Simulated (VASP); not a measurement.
Set up this calculation in VASP 6.6.1, as the native input.

```
Task                   : single point
Functional             : LDA
Potentials or basis    : VASP PAW LDA potentials, release 64 (Ta_sv_GW, N)
Cutoff                 : 600 eV
k mesh                 : 7 × 7 × 7
Occupations            : gaussian, width 0.05 eV
Spin                   : collinear spin, ferromagnetic start
Starting moments       : [0.5, 0.0] μB
Fixed moment           : 0.5 μB
Hubbard terms          : Ta d U = 2.0 eV, J = 0.9 eV
Dipole correction      : no
LDAUTYPE               : 1
Hund's J               : 0.9
Second run             : valence_matched
Further INCAR settings : ALGO = Normal; EDIFF = 1e-06; NBANDS = 20
```

The structure of TaN lies in POSCAR:

```
TaN
1.0
    2.9380011100      0.0000000000      0.0000000000
   -1.4690005500      2.5443836000      0.0000000000
    0.0000000000      0.0000000000      2.8830022100
Ta N
1 1
Direct
    0.3333333333      0.6666666667      0.5000000000
    0.0000000000      0.0000000000      0.0000000000
```

One way to write it, as run:

INCAR

```
SYSTEM = TaN
PREC     = Accurate       ! precision mode
ENCUT    = 600            ! plane-wave cutoff, eV
EDIFF    = 1E-6           ! SCF threshold, eV
ISMEAR   = 0              ! smearing method
SIGMA    = 0.05           ! smearing width, eV
LREAL    = .FALSE.        ! projectors in reciprocal space
LASPH    = .TRUE.         ! aspherical terms in the spheres
NELM     = 200            ! most SCF steps
ALGO     = Normal         ! electronic algorithm
ISIF     = 2              ! what is computed and relaxed
LWAVE    = .FALSE.        ! write WAVECAR
LCHARG   = .TRUE.         ! write CHGCAR
ISPIN    = 2              ! spin polarisation
MAGMOM   = 0.5 0          ! initial moments
LORBIT   = 11             ! projections on sites
NUPDOWN  = 0.5            ! fixed moment
LMAXMIX  = 4              ! l up to which the mixer works
LDAU     = .TRUE.         ! DFT+U
LDAUTYPE = 1            
LDAUL    = 2 -1           ! shell
LDAUU    = 2 0            ! U, eV
LDAUJ    = 0.9 0        
LDAUPRINT= 1            
LELF     = .TRUE.         ! ELF
LVHAR    = .TRUE.       
NBANDS   = 20             ! bands
GGA_COMPAT= .FALSE.
```

KPOINTS

```
regular mesh
0
G
  7 7 7
  0 0 0
```

Potentials or basis: VASP PAW LDA potentials, release 64 (Ta_sv_GW, N).

Run with:

```bash
$ cat potpaw_LDA.64/Ta_sv_GW/POTCAR potpaw_LDA.64/N/POTCAR > POTCAR
$ mpirun -np 1 vasp_std > vasp.out
```

It gave:

The pressure is -4.9 GPa, the net moment is 0.50 μB per cell and the site moments are Ta +0.36; N +0.01 μB. The valence electrons inside the program's atomic spheres are Ta 11.75; N 3.69.

Caveat: the total moment is fixed, so each spin has its own Fermi level.

Run time: 20 s on 1 thread of Intel(R) Xeon(R) Platinum 8375C CPU @ 2.90GHz (Ice Lake) (shared host), peak memory 0.16 GiB.
